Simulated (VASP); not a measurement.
# TaN: single point with r2SCAN+U

The system is TaN.

```
Ta N
1.0
     0.00000    2.49114    2.49114
     2.49114    0.00000    2.49114
     2.49114    2.49114    0.00000
Ta N
1 1
Direct
  0.00000 0.00000 0.00000
  0.25000 0.25000 0.25000
```

```json
{"Program": "VASP 6.6.1", "Task": "single point", "Functional": "r2SCAN", "Potentials or basis": "VASP PAW PBE potentials, release 64 (Ta_pv, N)", "Cutoff": "520 eV", "k mesh": "7 × 7 × 7", "Occupations": "gaussian, width 0.05 eV", "Spin": "collinear spin, zero start", "Starting moments": "[0.0, 0.0] μB", "Hubbard terms": "Ta d U = 4.0 eV, J = 0.9 eV"}
```

| Property | Result |
| --- | --- |
| Pressure | -24.2 GPa |
| Band gap on the k mesh | zero (filled and empty bands overlap) |
| Net moment | 0.00 μB per cell |
| Valence electrons inside the program's atomic spheres | Ta 8.54; N 3.73 |

Levels at points of the mesh, in eV from the Fermi level:
Spin up:
```tsv
k point	band 4	band 5	band 6	band 7	band 8	band 9	band 10	band 11	band 12	band 13
(0.00, 0.00, 0.00)	-18.10	-6.74	-6.74	-6.74	-1.85	0.58	0.58	4.83	4.83	4.83
```
Spin down:
```csv
k point,band 6,band 7,band 8,band 9,band 10,band 11
"(0.00, 0.00, 0.00)",-6.74,-6.74,-1.85,0.59,0.59,4.83
```

Eigenvalues of the final occupation matrices:
```tsv
site	spin	trace	eigenvalues
site 1 d	1	1.05	0.15 0.15 0.25 0.25 0.25
site 1 d	2	1.05	0.15 0.15 0.25 0.25 0.25
```

Wall time 43 s on 1 thread of Intel(R) Xeon(R) 6975P-C (Granite Rapids), with other jobs on the host, peak memory 0.19 GiB.

Caveat: the PAW data sets were made with another functional, which shifts forces and pressure a little; spin-orbit coupling is left out, which moves the levels of the heavy elements.
